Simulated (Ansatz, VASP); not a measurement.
**Two plane-wave programs on ZnOs3**

```
CELL_PARAMETERS angstrom
3.75127 0.00000 0.00000
0.00000 3.75127 0.00000
0.00000 0.00000 3.75127
ATOMIC_POSITIONS crystal
Zn 0.00000 0.00000 0.00000
Os 0.00000 0.50000 0.50000
Os 0.50000 0.00000 0.50000
Os 0.50000 0.50000 0.00000
```

Alike in both runs: task relaxation of cell and atoms; functional PBE; k mesh 4 × 4 × 4; occupations gaussian, width 0.1 eV; no spin polarisation.

|  | VASP | Ansatz |
| --- | --- | --- |
| version | VASP 6.6.1 | Ansatz 0.2.0 |
| potentials or method | VASP PAW PBE potentials, release 64 (Zn, Os), cutoff 600 eV | scalar-relativistic, plane waves, PAW |
| valence electrons in the cell | 36 | 60 |

Ansatz gave:

```
gap on the k mesh at the Fermi level, each at its own relaxed structure (eV) : none
relaxed volume (Å³/atom)                                                     : 14.38
relaxed cell length with the largest relative difference (Å)                 : 3.860
```

Q: What did VASP give for the same quantities?

A: gap on the k mesh at the Fermi level, each at its own relaxed structure (eV): none; relaxed volume (Å³/atom): 14.41; relaxed cell length with the largest relative difference (Å): 3.863.

A gap of «none» marks a metal or a gap that the smearing closes. VASP's potentials hold 36 valence electrons a cell and Ansatz's 60, so a difference there can come from the potentials and not from the codes.

The k mesh is coarse, so the values compare programs but aren't converged. Spin-orbit coupling is off throughout.
